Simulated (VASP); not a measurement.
# B (Cmcm) in VASP: relaxation of cell and atoms with PBE

Aim: the relaxation of cell and atoms of B with PBE.

Everything below comes from runs of VASP 6.6.1. Logs are shortened: lines on timing, memory, paths and dates and some standing lists are left out, and cuts for length are marked.

### 1 The cell of the first run

Symmetry: Cmcm, No. 63, orthorhombic system. The conventional cell has a = 2.211 Å, b = 2.954 Å, c = 3.948 Å, α = 90.00°, β = 90.00°, γ = 90.00°. Within 2.4 Å of B (site symmetry m2m) lie 8 B at 1.84 to 2.21 Å.

### 2 Relaxation of cell and atoms, PBE

File INCAR:

```
PREC     = Accurate       # precision mode
ENCUT    = 600            # plane-wave cutoff, eV
EDIFF    = 1E-7           # SCF threshold, eV
ISMEAR   = 0              # smearing method
SIGMA    = 0.1            # smearing width, eV
LREAL    = False          # projectors in reciprocal space
LASPH    = True           # aspherical terms in the spheres
NELM     = 100            # most SCF steps
ALGO     = Normal         # electronic algorithm
ISIF     = 3              # what is computed and relaxed
LWAVE    = False          # write WAVECAR
LCHARG   = False          # write CHGCAR
GGA      = PE             # functional
IBRION   = 2              # ionic algorithm
NSW      = 100            # ionic steps
EDIFFG   = -0.01          # ionic threshold
```

File KPOINTS:

```
Automatic mesh
0
Gamma
  30 30 14
```

File POSCAR:

```
B
1.0
    1.1054407887     -1.4769015958      0.0000000000
    1.1054407887      1.4769015958      0.0000000000
    0.0000000000      0.0000000000      3.9475315256
B
2
Direct
    0.4407463855      0.5592536145      0.2500000000
    0.5592536145      0.4407463855      0.7500000000
```

Potentials or basis: VASP PAW PBE potentials, release 64 (B).

The run is started by

```sh
cat potpaw_PBE.64/B/POTCAR > POTCAR
mpirun -np 1 vasp_std > vasp.out
```

OUTCAR:

```text
PREC = Accurate
   ENCUT = 600
   EDIFF = 1E-7
   ISMEAR = 0
   LREAL = False
   LASPH = True
   NELM = 100
   ISIF = 3
   GGA = PE
   IBRION = 2
   NSW = 100
   EDIFFG = -0.01

 ion  position               nearest neighbor table
   1  0.441  0.559  0.250-   2 2.00   2 2.00
   2  0.559  0.441  0.750-   1 2.00   1 2.00

  LATTYP: Found a base centered orthorhombic cell.
 ALAT       =     2.2108815774
 B/A-ratio  =     1.3360295829
 C/A-ratio  =     1.7855011168

  Lattice vectors:

 A1 = (   1.1054407887,  -1.4769015958,   0.0000000000)
 A2 = (   1.1054407887,   1.4769015958,   0.0000000000)
 A3 = (   0.0000000000,   0.0000000000,   3.9475315256)

Analysis of symmetry for initial positions (statically):
=====================================================================
 Subroutine PRICEL returns:
 Original cell was already a primitive cell.

 Routine SETGRP: Setting up the symmetry group for a
 base centered orthorhombic supercell.

 Subroutine GETGRP returns: Found  8 space group operations
 (whereof  4 operations were pure point group operations)
 out of a pool of  8 trial point group operations.

The static configuration has the point symmetry C_2h.
 The point group associated with its full space group is D_2h.

Analysis of symmetry for dynamics (positions and initial velocities):
=====================================================================
 Subroutine PRICEL returns:
 Original cell was already a primitive cell.

 Routine SETGRP: Setting up the symmetry group for a
 base centered orthorhombic supercell.

 Subroutine GETGRP returns: Found  8 space group operations
 (whereof  4 operations were pure point group operations)
 out of a pool of  8 trial point group operations.

The dynamic configuration has the point symmetry C_2h.
 The point group associated with its full space group is D_2h.

 Subroutine INISYM returns: Found  8 space group operations
 (whereof  4 operations are pure point group operations),
 and found     1 'primitive' translations

----------------------------------------------------------------------------------------

                                     Primitive cell

  volume of cell :      12.8897

  direct lattice vectors                    reciprocal lattice vectors
     1.105440789 -1.476901596  0.000000000     0.452308260 -0.338546591  0.000000000
     1.105440789  1.476901596  0.000000000     0.452308260  0.338546591  0.000000000
     0.000000000  0.000000000  3.947531526     0.000000000  0.000000000  0.253322866

  length of vectors
     1.844786617  1.844786617  3.947531526     0.564974828  0.564974828  0.253322866

  position of ions in fractional coordinates (direct lattice)
     0.440746385  0.559253615  0.250000000
     0.559253615  0.440746385  0.750000000

  ion indices of the primitive-cell ions
   primitive index   ion index
                 1           1
                 2           2

----------------------------------------------------------------------------------------

 KPOINTS: Automatic mesh

Automatic generation of k-mesh.
 Grid dimensions read from file:
 generate k-points for:   30   30   14

 Generating k-lattice:

  Cartesian coordinates                     Fractional coordinates (reciprocal lattice)
     0.015076942 -0.011284886  0.000000000     0.033333333 -0.000000000  0.000000000
     0.015076942  0.011284886  0.000000000    -0.000000000  0.033333333  0.000000000
     0.000000000  0.000000000  0.018094490     0.000000000  0.000000000  0.071428571

  Length of vectors
     0.018832494  0.018832494  0.018094490

  Shift w.r.t. Gamma in fractional coordinates (k-lattice)
     0.000000000  0.000000000  0.000000000

 Subroutine IBZKPT returns following result:
 ===========================================

 Found   1928 irreducible k-points:

 Following reciprocal coordinates:
            Coordinates               Weight
  0.000000  0.000000  0.000000      1.000000
  0.033333  0.000000  0.000000      4.000000
  0.066667 -0.000000  0.000000      4.000000
  0.100000  0.000000  0.000000      4.000000
  0.133333  0.000000  0.000000      4.000000
  0.166667  0.000000  0.000000      4.000000
[... 16 lines left out ...]
  0.233333  0.033333  0.000000      4.000000
  0.266667  0.033333  0.000000      4.000000
 [... further k-points ...]
   k-points           NKPTS =   1928   k-points in BZ     NKDIM =   1928   number of bands    NBANDS=      7
   number of dos      NEDOS =    301   number of ions     NIONS =      2
   total plane-waves  NPLWV =   8192
   dimension x,y,z NGX =    16 NGY =   16 NGZ =   32
   dimension x,y,z NGXF=    32 NGYF=   32 NGZF=   64
   ions per type =               2
   NGX,Y,Z   is equivalent  to a cutoff of  14.42, 14.42, 13.48 a.u.
   NGXF,Y,Z  is equivalent  to a cutoff of  28.84, 28.84, 26.95 a.u.
 SYSTEM =  unknown system
   PREC   = accura    normal or accurate (medium, high low for compatibility)
   ISTART =      0    job   : 0-new  1-cont  2-samecut
   ICHARG =      2    charge: 1-file 2-atom 10-const
   ISPIN  =      1    spin polarized calculation?
   LNONCOLLINEAR =      F non collinear calculations
   LSORBIT =      F    spin-orbit coupling
   LASPH  =      T    aspherical Exc in radial PAW
   ENCUT  =  600.0 eV  44.10 Ry    6.64 a.u.   3.68  3.68  7.88*2*pi/ulx,y,z
   NELM   =    100;   NELMIN=  2; NELMDL= -5     # of ELM steps
   EDIFF  = 0.1E-06   stopping-criterion for ELM
   LREAL  =      F    real-space projection
   EDIFFG = -.1E-01   stopping-criterion for IOM
   NSW    =    100    number of steps for IOM
   IBRION =      2    ionic relax: 0-MD 1-quasi-New 2-CG
   NFREE  =      1    steps in history (QN), initial steepest desc. (CG)
   ISIF   =      3    stress and relaxation
   ISYM   =      2    0-nonsym 1-usesym 2-fastsym
   POTIM  = 0.5000    time-step for ionic-motion
   TEBEG  =    0.0;   TEEND  =   0.0 temperature during run
   PSTRESS=    0.0 pullay stress
   NELECT =       6.0000    total number of electrons
   NUPDOWN=      -1.0000    fix difference up-down
   EMIN   =  10.00;   EMAX   =-10.00  energy-range for DOS
   EFERMI =   0.00;   METHOD = LEGACY
   ISMEAR =     0;   SIGMA  =   0.10  broadening in eV -4-tet -1-fermi 0-gaus
   EFERMI_NEDOS =   21; number of points for ismear=-14 and -15
   IALGO  =     38    algorithm
   IMIX   =      4    mixing-type and parameters
     AMIX     =   0.40;   BMIX     =  1.00
     AMIX_MAG =   1.60;   BMIX_MAG =  1.00
  volume/ion in A,a.u.               =       6.44        43.49
  Fermi-wavevector in a.u.,A,eV,Ry     =   1.268755  2.397599 21.901825  1.609739
  Thomas-Fermi vector in A             =   2.401833
   LORBIT       =      0    0 simple, 1 ext, 2 COOP (PROOUT), +10 PAW based schemes
   GGA     = PE    functional components
   LHFCALC =     F    Hartree Fock is set to
   AEXX    =    0.0000 exact exchange contribution
   IVDW    =     0    specifies the selected vdW correction
   LEPSILON=     F    determine dielectric tensor
   LRPA    =     F    only Hartree local field effects (RPA)
 conjugate gradient relaxation of ions
 non-spin polarized calculation
 Gauss-broadening in eV      SIGMA  =   0.10
  energy-cutoff  :      600.00
  volume of cell :       12.89
 maximum number of plane-waves:       452
   NGX =  7   NGY =  7   NGZ = 15

--------------------------------------- Ionic step        1  -------------------------------------------

 number of electron       6.0000000 magnetization

 Free energy of the ion-electron system (eV)
  ---------------------------------------------------
  ext. energy  EPLUGINS =         0.00000000
  ---------------------------------------------------
  free energy    TOTEN  =       -11.37299502 eV

  energy without entropy =      -11.37076159  energy(sigma->0) =      -11.37187831

------------------------ aborting loop because EDIFF is reached ----------------------------------------

  FORCE on cell =-STRESS in cart. coord.  units (eV):
  Direction    XX          YY          ZZ          XY          YZ          ZX
  --------------------------------------------------------------------------------------
  -------------------------------------------------------------------------------------
  Total       -0.5251470     -0.4412547      0.9313791      0.0000000      0.0000000      0.0000000
  in kB      -65.2752933    -54.8475607    115.7695719      0.0000000      0.0000000      0.0000000
  external PRESSURE =      -1.4510940 kB  Pullay stress =       0.0000000 kB
[... 89 lines left out ...]
  FREE ENERGIE OF THE ION-ELECTRON SYSTEM (eV)
  ---------------------------------------------------
  free  energy   TOTEN  =       -11.3967868947 eV

  energy  without entropy=      -11.3946137067  energy(sigma->0) =      -11.39570030

[... ionic steps 4 to 19 ...]

--------------------------------------- Ionic step       20  -------------------------------------------

 number of electron       6.0000000 magnetization

------------------------ aborting loop because EDIFF is reached ----------------------------------------

  FORCE on cell =-STRESS in cart. coord.  units (eV):
  Direction    XX          YY          ZZ          XY          YZ          ZX
  --------------------------------------------------------------------------------------
  -------------------------------------------------------------------------------------
  Total       -0.0033859      0.0268840     -0.0250911      0.0000000      0.0000000      0.0000000
  in kB       -0.4122127      3.2729499     -3.0546709      0.0000000      0.0000000      0.0000000
  external PRESSURE =      -0.0646445 kB  Pullay stress =       0.0000000 kB
[... 57 lines left out ...]
  energy  without entropy=      -11.4201067553  energy(sigma->0) =      -11.42140881

--------------------------------------- Ionic step       22  -------------------------------------------

 number of electron       6.0000000 magnetization

 Free energy of the ion-electron system (eV)
  ---------------------------------------------------
  ext. energy  EPLUGINS =         0.00000000
  ---------------------------------------------------
  free energy    TOTEN  =       -11.42273113 eV

  energy without entropy =      -11.42012279  energy(sigma->0) =      -11.42142696

 E-fermi :   8.0315     XC(G=0): -12.4154

 val. band max:        8.0307247464   @ k =  -0.4667   0.1667   0.5000
 cond. band min:       8.0320637251   @ k =   0.3667   0.3000   0.2143
 fundamental gap:      0.0013389787
 Fermi energy:         8.0314755601

 k-point     1 :       0.0000    0.0000    0.0000
  band No.  band energies     occupation
      1      -8.8507      2.00000
      2      -2.8016      2.00000
      3      -1.6307      2.00000
      4      13.5450      0.00000
      5      24.1863      0.00000
      6      25.2291      0.00000
      7      26.7261      0.00000
[... 221 lines left out ...]
 k-point    24 :       0.2667    0.0333    0.0000
  band No.  band energies     occupation
      1      -5.6869      2.00000
      2      -0.3505      2.00000
      3       2.1349      2.00000
      4      12.9171      0.00000
      5      16.6758      0.00000
      6      17.5345      0.00000
      7      23.7260      0.00000

 [... further k-points ...]

------------------------ aborting loop because EDIFF is reached ----------------------------------------

  FORCE on cell =-STRESS in cart. coord.  units (eV):
  Direction    XX          YY          ZZ          XY          YZ          ZX
  --------------------------------------------------------------------------------------
  -------------------------------------------------------------------------------------
  Total        0.0072100      0.0192129     -0.0093648      0.0000000      0.0000000      0.0000000
  in kB        0.8782275      2.3402773     -1.1407016      0.0000000      0.0000000      0.0000000
  external PRESSURE =       0.6926011 kB  Pullay stress =       0.0000000 kB
[... 17 lines left out ...]
  FREE ENERGIE OF THE ION-ELECTRON SYSTEM (eV)
  ---------------------------------------------------
  free  energy   TOTEN  =       -11.4227311339 eV

  energy  without entropy=      -11.4201227876  energy(sigma->0) =      -11.42142696

 reached required accuracy - stopping structural energy minimisation
```

Run time: 21 min. Hardware: 1 thread of Intel Xeon Platinum 8375C at 2.90GHz (Ice Lake), shared host; peak memory 0.29 GiB.

Results:

```yaml
Free_energy: -11.4227 eV
Relaxed_volume: 6.58 Å³/atom
Relaxed_cell: a = 1.797 Å, b = 1.797 Å, c = 4.318 Å, α = 90.00°, β = 90.00°, γ = 109.47°
Space_group_after_relaxing_to_0.05_Å: Cmcm (No. 63)
Energy_gained_by_relaxing: 24.9 meV/atom
Ionic_steps: 22
Pressure_after_relaxing: 0.1 GPa
Largest_force_after_relaxing: 0.007 eV/Å
Band_gap_on_the_k_mesh: zero (band 3 reaches 12.08 eV, above the bottom of band 4 at 5.25 eV)
```

Forces on the atoms (eV/Å):
```
B    0.000 -0.007  0.000
B    0.000  0.007  0.000
```

The path:
```tsv
step	energy change (eV)	largest force (eV/Å)	pressure (GPa)	volume (Å³)
1	0.0000	0.0109	-0.15	12.89
2	-0.0205	0.0810	1.64	12.87
3	-0.0238	0.1206	3.08	12.86
4	-0.0376	0.1150	-1.02	13.06
5	-0.0386	0.1147	-2.60	13.14
6	-0.0387	0.1151	-2.31	13.12
7	-0.0410	0.1003	0.05	13.00
8	-0.0412	0.0950	0.93	12.95
9	-0.0426	0.0821	0.67	12.98
10	-0.0456	0.0514	-0.07	13.05
11	-0.0482	0.0174	-1.55	13.19
12	-0.0490	0.0180	0.43	13.12
13	-0.0490	0.0180	0.20	13.13
14	-0.0491	0.0160	0.37	13.12
15	-0.0493	0.0109	0.88	13.09
16	-0.0495	0.0094	0.44	13.12
17	-0.0495	0.0077	-0.15	13.15
18	-0.0496	0.0076	-0.30	13.16
19	-0.0497	0.0076	-0.53	13.18
20	-0.0497	0.0077	-0.01	13.16
21	-0.0497	0.0077	-0.01	13.16
22	-0.0497	0.0070	0.07	13.15
```

Final structure:
```xyz
2
Lattice="1.0377 -1.4677 0.0000 1.0377 1.4677 0.0000 0.0000 0.0000 4.3181" Properties=species:S:1:pos:R:3 pbc="T T T"
B     1.0377    0.0464    1.0795
B     1.0377   -0.0464    3.2386
```
